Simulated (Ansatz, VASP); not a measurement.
BAs in VASP and in Ansatz

```
CELL_PARAMETERS angstrom
0.00000 2.06124 2.06124
2.06124 0.00000 2.06124
2.06124 2.06124 0.00000
ATOMIC_POSITIONS crystal
B 0.00000 0.00000 0.00000
As 0.25000 0.25000 0.25000
```

Change from the starting cell: volume scaled by 0.64, PAW files.

Alike in both runs: task single point; functional r2SCAN; k mesh 15 × 15 × 15; occupations fermi-dirac, width 0.05 eV; no spin polarisation.

```csv
,VASP,Ansatz
version,VASP 6.6.1,Ansatz 0.2.0
potentials or method,"VASP PAW PBE potentials, release 64 (B, As)","PAW with Ansatz's default frozen-core files, scalar-relativistic"
plane-wave cutoff (eV),520,500
valence electrons in the cell,8,18
```

VASP gave:

- pressure (GPa): 154.8

Question: Estimate Ansatz's values.

Answer: Pressure (GPa): 150.5.

VASP's potentials were made for PBE, not for r2SCAN. Both programs put the cell under a high pressure, so it lies far from rest at this level. VASP's potentials hold 8 valence electrons a cell and Ansatz's 18, so a difference there can come from the potentials and not from the codes.

Noted on VASP's run: the cell as given lies far from equilibrium.
